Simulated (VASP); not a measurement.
Write the native input for VASP 6.6.1 that does the following.

* Task: single point
* Functional: PBE
* Potentials or basis: VASP PAW PBE potentials, release 64 (Co, Si)
* Cutoff: 520 eV
* k mesh: 8 × 8 × 8
* Occupations: gaussian, width 0.1 eV
* Spin: no spin polarisation
* Dipole correction: no
* Further INCAR settings: ALGO = Normal; EDIFF = 1e-07; NBANDS = 36

The structure of CoSi lies in POSCAR:

```
CoSi
1.0
    4.4747217135      0.0000000000      0.0000000000
    0.0000000000      4.4747217135      0.0000000000
    0.0000000000      0.0000000000      4.4747217135
Co Si
4 4
Direct
    0.1436093693      0.1436093693      0.1436093693
    0.3563906307      0.8563906307      0.6436093693
    0.6436093693      0.3563906307      0.8563906307
    0.8563906307      0.6436093693      0.3563906307
    0.8427832768      0.8427832768      0.8427832768
    0.6572167232      0.1572167232      0.3427832768
    0.3427832768      0.6572167232      0.1572167232
    0.1572167232      0.3427832768      0.6572167232
```

One way to write it, as run:

INCAR

```
PREC = Accurate
ENCUT = 520
EDIFF = 1E-7
ISMEAR = 0
SIGMA = 0.1
LREAL = False
LASPH = True
NELM = 80
ALGO = Normal
ISIF = 2
LWAVE = False
LCHARG = True
GGA = PE
LELF = True
LVHAR = True
NBANDS = 36
```

KPOINTS

```
Automatic mesh
0
Gamma
  8 8 8
```

Potentials or basis: VASP PAW PBE potentials, release 64 (Co, Si).

Command:

```console
$ cat potpaw_PBE.64/Co/POTCAR potpaw_PBE.64/Si/POTCAR > POTCAR
$ mpirun -np 1 vasp_std > vasp.out
```

It gave:

```
Pressure               : -6.1 GPa
Largest force          : 0.007 eV/Å
Band gap on the k mesh : zero (bands 26 and 27 overlap by 0.20 eV)
```

Caveat: the cell stands under tension; the run has no spin polarisation, though such a crystal can be magnetic.

It took 87 s on 1 thread of Intel(R) Xeon(R) Platinum 8559C (Emerald Rapids) (shared host), peak memory 0.26 GiB.
